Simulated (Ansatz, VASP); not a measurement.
## Two plane-wave programs on W

INCAR

```
ALGO = Normal ; EDIFF = 1E-6
ENCUT = 500 ; GGA = PS
GGA_COMPAT = F ; ISIF = 2
ISMEAR = 0 ; LASPH = T
LCHARG = F ; LREAL = F
LWAVE = F ; NBANDS = 13
NELM = 120 ; PREC = Accurate
SIGMA = 0.15
```

File KPOINTS:

```
k-points
0
Gamma
  22 22 22
```

The input POSCAR:

```
W
1.0
    0.0000000000      1.9481459163      2.2734862844
    1.9481459163      0.0000000000      2.2734862844
    1.9481459163      1.9481459163      0.0000000000
W
1
Direct
    0.0000000000      0.0000000000      0.0000000000
```

Input for Ansatz:

```yaml
crystal:
  lattice:
    - [0.0, 1.9481459163, 2.2734862844]
    - [1.9481459163, 0.0, 2.2734862844]
    - [1.9481459163, 1.9481459163, 0.0]
  atoms:
    - { symbol: W, position: [0.0, 0.0, 0.0] }
basis:
  ecutwfc: 420
kpoints:
  mp_grid: { grid: [22, 22, 22] }
hamiltonian:
  xc: pbesol
  pseudopotentials: { kind: paw, azcp: { folder: soft_1 } }
scf:
  occupations: { method: gaussian, width: 0.15 }
output:
  forces: true
  stress: true
  eigenvalues: true
```

Alike in both runs: task single point; functional PBEsol; k mesh 22 × 22 × 22; occupations gaussian, width 0.15 eV; no spin polarisation.

```csv
,VASP,Ansatz
version,VASP 6.6.1,Ansatz 0.2.0
potentials or method,"VASP PAW PBE potentials, release 64 (W_sv), cutoff 500 eV","scalar-relativistic, plane waves, PAW"
valence electrons in the cell,14,14
```

VASP gave:

* gap on the k mesh at the Fermi level (eV): none
* pressure (GPa): -19.3
* traceless stress, the component that is largest in VASP (GPa): 3.51

Task: Which values does Ansatz return?

Result: gap on the k mesh at the Fermi level (eV): none; pressure (GPa): -19.6; traceless stress, the component that is largest in VASP (GPa): 3.57.

VASP's potentials were made for PBE, not for PBEsol, and Ansatz warns of the same on its side. A gap of «none» marks a metal or a gap that the smearing closes.

Spin-orbit coupling is off throughout.
